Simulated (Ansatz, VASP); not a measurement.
# AlN: VASP beside Ansatz

```
Al N
1.0
    -0.03561    2.03491    2.03491
     1.99930    0.00000    1.99930
     2.03491    2.03491   -0.03561
Al N
1 1
Direct
  0.50000 0.50000 0.50000
  0.00000 0.00000 0.00000
```

Change from the starting cell: engineering shear strain xz -0.0350, engineering shear strain yz +0.0000.

Alike in both runs: task single point; functional PBE; k mesh 10 × 10 × 10; occupations gaussian, width 0.05 eV; no spin polarisation.

```csv
,VASP,Ansatz
version,VASP 6.6.1,Ansatz 0.2.0
potentials or method,"VASP PAW PBE potentials, release 64 (Al, N), cutoff 520 eV","scalar-relativistic, plane waves, PAW"
valence electrons in the cell,8,8
```

```csv
,VASP,Ansatz,Ansatz less VASP
gap on the k mesh at the Fermi level (eV),3.90,3.91,+0.013
least direct gap on the mesh (eV),5.11,5.10,-0.010
pressure (GPa),0.0,0.2,+0.14
"traceless stress, the component that is largest in VASP (GPa)",10.72,10.71,-0.005
```

With one functional, cell and mesh, what is left measures potentials, basis and numerics.
